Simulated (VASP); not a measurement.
Write the native input for VASP 6.6.1 that does the following.

| Property | Result |
| --- | --- |
| Task | single point |
| Functional | PBE |
| Potentials or basis | VASP PAW PBE potentials, release 64 (W_sv, C) |
| Cutoff | 520 eV |
| k mesh | 18 × 18 × 14 |
| Occupations | gaussian, width 0.1 eV |
| Spin | no spin polarisation |
| Dipole correction | no |
| k mesh for the DOS | 27 × 27 × 21 |
| Occupations for the DOS | tetrahedron |
| Further INCAR settings | ALGO = Normal; EDIFF = 1e-06 |

WC:

```
W C
1.0
     2.92168    0.00000    0.00000
    -1.46084    2.53025    0.00000
     0.00000    0.00000    2.84705
W C
1 1
Direct
  0.00000 0.00000 0.00000
  0.66667 0.33333 0.50000
```

One way to write it, as run:

POSCAR

```
WC
1.0
    2.9216789054      0.0000000000      0.0000000000
   -1.4608394527      2.5302481538      0.0000000000
    0.0000000000      0.0000000000      2.8470525973
W C
1 1
Direct
    0.0000000000      0.0000000000      0.0000000000
    0.6666666667      0.3333333333      0.5000000000
```

INCAR.step1

```
PREC     = Accurate       # precision mode
ENCUT    = 520            # plane-wave cutoff, eV
EDIFF    = 1E-6           # SCF threshold, eV
ISMEAR   = 0              # smearing method
SIGMA    = 0.1            # smearing width, eV
LREAL    = F              # projectors in reciprocal space
LASPH    = T              # aspherical terms in the spheres
NELM     = 80             # most SCF steps
ALGO     = Normal         # electronic algorithm
ISIF     = 2              # what is computed and relaxed
LWAVE    = F              # write WAVECAR
LCHARG   = T              # write CHGCAR
LMAXMIX  = 4              # l up to which the mixer works
GGA      = PE             # functional
NBANDS   = 16             # bands
```

KPOINTS.step1

```
regular mesh
0
Gamma
  18 18 14
```

INCAR.step2

```
PREC     = Accurate       # precision mode
ENCUT    = 520            # plane-wave cutoff, eV
EDIFF    = 1E-6           # SCF threshold, eV
ISMEAR   = -5             # smearing method
SIGMA    = 0.1            # smearing width, eV
LREAL    = F              # projectors in reciprocal space
LASPH    = T              # aspherical terms in the spheres
NELM     = 80             # most SCF steps
ALGO     = Normal         # electronic algorithm
ISIF     = 2              # what is computed and relaxed
LWAVE    = F              # write WAVECAR
LCHARG   = F              # write CHGCAR
LMAXMIX  = 4              # l up to which the mixer works
GGA      = PE             # functional
LORBIT   = 10             # projections on sites
NEDOS    = 1001           # points of the DOS
ICHARG   = 11             # starting density
```

KPOINTS.step2

```
regular mesh
0
Gamma
  27 27 21
```

Potentials or basis: VASP PAW PBE potentials, release 64 (W_sv, C).

Run with:

```sh
$ cat potpaw_PBE.64/W_sv/POTCAR potpaw_PBE.64/C/POTCAR > POTCAR
$ cp INCAR.step1 INCAR
$ cp KPOINTS.step1 KPOINTS
$ mpirun -np 1 vasp_std > vasp.out
$ cp INCAR.step2 INCAR
$ cp KPOINTS.step2 KPOINTS
$ mpirun -np 1 vasp_std > vasp.out
```

It gave:

* Valence electrons inside the program's atomic spheres: W 12.14; C 2.42

Wall time 2.1 min on 1 thread of Intel(R) Xeon(R) Platinum 8259CL CPU @ 2.50GHz (Skylake/Cascade Lake), with other jobs on the host, peak memory 0.37 GiB.
